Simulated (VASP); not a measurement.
# HfC (R-3m) in VASP: further runs, part 2 of 3

VASP 6.6.1. The steps go on from the part before.

### 3 Electric field gradients, PBEsol (equal xy, yz and zx shear strains of +1 %)

File INCAR:

```
ALGO = Normal ; EDIFF = 1E-8
ENCUT = 520 ; GGA = PS
ISIF = 2 ; ISMEAR = -1
LASPH = True ; LCHARG = False
LEFG = True ; LREAL = False
LWAVE = False ; NBANDS = 14
NELM = 100 ; PREC = Accurate
SIGMA = 0.05
```

File KPOINTS:

```
k-points
0
Gamma
  15 15 15
```

File POSCAR:

```
HfC
1.0
    0.0232500000      2.3366250000      2.3366250000
    2.3366250000      0.0232500000      2.3366250000
    2.3366250000      2.3366250000      0.0232500000
Hf C
1 1
Direct
    0.5000000000      0.5000000000      0.5000000000
    0.0000000000      0.0000000000      0.0000000000
```

Potentials or basis: VASP PAW PBE potentials, release 64 (Hf_pv, C).

The run is started by

```sh
> cat potpaw_PBE.64/Hf_pv/POTCAR potpaw_PBE.64/C/POTCAR > POTCAR
> mpirun -np 1 vasp_std > vasp.out
```

OUTCAR:

```text
EDIFF = 1E-8
   ENCUT = 520
   GGA = PS
   ISIF = 2
   ISMEAR = -1
   LASPH = True
   LREAL = False
   NELM = 100
   PREC = Accurate

 ion  position               nearest neighbor table
   1  0.500  0.500  0.500-   2 2.33   2 2.33   2 2.33   2 2.33   2 2.33   2 2.33
   2  0.000  0.000  0.000-   1 2.33   1 2.33   1 2.33   1 2.33   1 2.33   1 2.33

  LATTYP: Found a trigonal (rhomboedric) cell.
 ALAT       =     3.3045685564
 COS(alpha) =     0.5099250056

  Lattice vectors:

 A1 = (   0.0232500000,   2.3366250000,   2.3366250000)
 A2 = (   2.3366250000,   0.0232500000,   2.3366250000)
 A3 = (   2.3366250000,   2.3366250000,   0.0232500000)

Analysis of symmetry for initial positions (statically):
=====================================================================
 Subroutine PRICEL returns:
 Original cell was already a primitive cell.

 Routine SETGRP: Setting up the symmetry group for a
 trigonal (rhombohedral) supercell.

 Subroutine GETGRP returns: Found 12 space group operations
 (whereof 12 operations were pure point group operations)
 out of a pool of 12 trial point group operations.

The static configuration has the point symmetry D_3d.

Analysis of symmetry for dynamics (positions and initial velocities):
=====================================================================
 Subroutine PRICEL returns:
 Original cell was already a primitive cell.

 Routine SETGRP: Setting up the symmetry group for a
 trigonal (rhombohedral) supercell.

 Subroutine GETGRP returns: Found 12 space group operations
 (whereof 12 operations were pure point group operations)
 out of a pool of 12 trial point group operations.

The dynamic configuration has the point symmetry D_3d.

 Subroutine INISYM returns: Found 12 space group operations
 (whereof 12 operations are pure point group operations),
 and found     1 'primitive' translations

----------------------------------------------------------------------------------------

                                     Primitive cell

  volume of cell :      25.1343

  direct lattice vectors                    reciprocal lattice vectors
     0.023250000  2.336625000  2.336625000    -0.217204408  0.215064463  0.215064463
     2.336625000  0.023250000  2.336625000     0.215064463 -0.217204408  0.215064463
     2.336625000  2.336625000  0.023250000     0.215064463  0.215064463 -0.217204408

  length of vectors
     3.304568556  3.304568556  3.304568556     0.373742159  0.373742159  0.373742159

  position of ions in fractional coordinates (direct lattice)
     0.500000000  0.500000000  0.500000000
     0.000000000  0.000000000  0.000000000

  ion indices of the primitive-cell ions
   primitive index   ion index
                 1           1
                 2           2

----------------------------------------------------------------------------------------

 KPOINTS: k-points

Automatic generation of k-mesh.
 Grid dimensions read from file:
 generate k-points for:   15   15   15

 Generating k-lattice:

[... 80 lines left out ...]
     AMIX     =   0.40;   BMIX     =  1.00
     AMIX_MAG =   1.60;   BMIX_MAG =  1.00
  volume/ion in A,a.u.               =      12.57        84.81
  Fermi-wavevector in a.u.,A,eV,Ry     =   1.346983  2.545428 24.685902  1.814363
  Thomas-Fermi vector in A             =   2.474770
   LORBIT       =      0    0 simple, 1 ext, 2 COOP (PROOUT), +10 PAW based schemes
   GGA     = PS    functional components
   LHFCALC =     F    Hartree Fock is set to
   AEXX    =    0.0000 exact exchange contribution
   IVDW    =     0    specifies the selected vdW correction
   LEPSILON=     F    determine dielectric tensor
   LRPA    =     F    only Hartree local field effects (RPA)
 non-spin polarized calculation
  energy-cutoff  :      520.00
  volume of cell :       25.13
 maximum number of plane-waves:       690
 NGX is ok and might be reduce to    28
   NGX = 13   NGY = 13   NGZ = 13

 number of electron      14.0000000 magnetization

 Free energy of the ion-electron system (eV)
  ---------------------------------------------------
  ext. energy  EPLUGINS =         0.00000000
  ---------------------------------------------------
  free energy    TOTEN  =       -22.17647843 eV

  energy without entropy =      -22.17346684  energy(sigma->0) =      -22.17497264

 E-fermi :   5.7760     XC(G=0): -12.4210

 val. band max:        5.7726286123   @ k =   0.4667   0.4667   0.0667
 cond. band min:       5.7818435384   @ k =   0.1333   0.1333   0.0667
 fundamental gap:      0.0092149261
 Fermi energy:         5.7760442401

 k-point     1 :       0.0000    0.0000    0.0000
  band No.  band energies     occupation
      1     -23.7018      2.00000
      2     -23.6895      2.00000
      3     -23.6895      2.00000
      4      -6.4827      2.00000
      5       6.7653      0.00000
      6       6.8682      0.00000
      7       6.8682      0.00000
      8       7.0066      0.00000
      9       7.2208      0.00000
     10       7.2208      0.00000
     11       9.1744      0.00000
     12       9.1744      0.00000
     13      12.6420      0.00000
     14      16.7546      0.00000
[... 377 lines left out ...]
      1     -23.8868      2.00000
      2     -23.7570      2.00000
      3     -23.7412      2.00000
      4      -5.5736      2.00000
      5       3.3429      2.00000
      6       5.1254      2.00000
      7       5.3312      1.99973
      8       6.5414      0.00000
      9       9.2266      0.00000
     10       9.6191      0.00000
     11      10.3303      0.00000
     12      12.0500      0.00000
     13      15.2791      0.00000
     14      19.2327      0.00000

 [... further k-points ...]

------------------------ aborting loop because EDIFF is reached ----------------------------------------

  FORCE on cell =-STRESS in cart. coord.  units (eV):
  Direction    XX          YY          ZZ          XY          YZ          ZX
  --------------------------------------------------------------------------------------
  -------------------------------------------------------------------------------------
  Total       -1.0944816     -1.0944816     -1.0944816     -0.2640352     -0.2640352     -0.2640352
  in kB      -69.7674190    -69.7674190    -69.7674190    -16.8308495    -16.8308495    -16.8308495
  external PRESSURE =     -69.7674190 kB  Pullay stress =       0.0000000 kB

 VOLUME and BASIS-vectors are now :
 -----------------------------------------------------------------------------
  energy-cutoff  :      520.00
  volume of cell :       25.13
      direct lattice vectors                 reciprocal lattice vectors
     0.023250000  2.336625000  2.336625000    -0.217204408  0.215064463  0.215064463
     2.336625000  0.023250000  2.336625000     0.215064463 -0.217204408  0.215064463
     2.336625000  2.336625000  0.023250000     0.215064463  0.215064463 -0.217204408

 POSITION                                       TOTAL-FORCE (eV/Angst)
 -----------------------------------------------------------------------------------
      2.34825      2.34825      2.34825        -0.000000      0.000000      0.000000
      0.00000      0.00000      0.00000         0.000000     -0.000000     -0.000000
 -----------------------------------------------------------------------------------
    total drift:                                0.000000      0.000000      0.000000

  FREE ENERGIE OF THE ION-ELECTRON SYSTEM (eV)
  ---------------------------------------------------
  free  energy   TOTEN  =       -22.1764784263 eV

  energy  without entropy=      -22.1734668448  energy(sigma->0) =      -22.17497264

 Electric field gradients (V/A^2)
---------------------------------------------------------------------
 ion       V_xx      V_yy      V_zz      V_xy      V_xz      V_yz
---------------------------------------------------------------------
   1      -0.000     0.000    -0.000    -1.008    -1.008    -1.008
   2      -0.000    -0.000     0.000    -0.199    -0.199    -0.199
---------------------------------------------------------------------

 Electric field gradients after diagonalization (V/A^2)
 (convention: |V_zz| > |V_xx| > |V_yy|)
----------------------------------------------------------------------
 ion       V_xx      V_yy      V_zz     asymmetry (V_yy - V_xx)/ V_zz
----------------------------------------------------------------------
   1       1.008     1.008    -2.016       0.000
   2       0.199     0.199    -0.398       0.000
----------------------------------------------------------------------

           NMR quadrupolar parameters

 Cq : quadrupolar parameter    Cq=e*Q*V_zz/h
 eta: asymmetry parameters     (V_yy - V_xx)/ V_zz
 Q  : nuclear electric quadrupole moment in mb (millibarn)
----------------------------------------------------------------------
 ion       Cq(MHz)       eta       Q (mb)
----------------------------------------------------------------------
   1      -0.005       0.000       1.000
   2      -0.001       0.000       1.000
----------------------------------------------------------------------
```

Wall time 4.7 min (1 thread of Intel Xeon 8259CL, shared host); peak memory 0.26 GiB.

What came out:

- Free energy: -22.1765 eV
- Pressure: -7.0 GPa
- Band gap on the k mesh: zero (bands 7 and 8 overlap by 1.43 eV)
- Largest electric field gradient by atom: Hf -2.0; C -0.4 V/Å²

Electric field gradients, principal values (V/Å²):
```
atom  least  middle  greatest (by size)
1 Hf  1.008   1.008              -2.016
 2 C  0.199   0.199              -0.398
```

Caveat: the cell differs from its parent crystal (equal xy, yz and zx shear strains of +1 %); the cell stands under tension; without QUAD_EFG the Cq values of the log hold for a quadrupole moment of 1 mb, not for the nuclei; the PAW data sets were made with another functional, which shifts forces and pressure a little; spin-orbit coupling is left out, which moves the levels of the heavy elements.

[end of part 2 of 3]
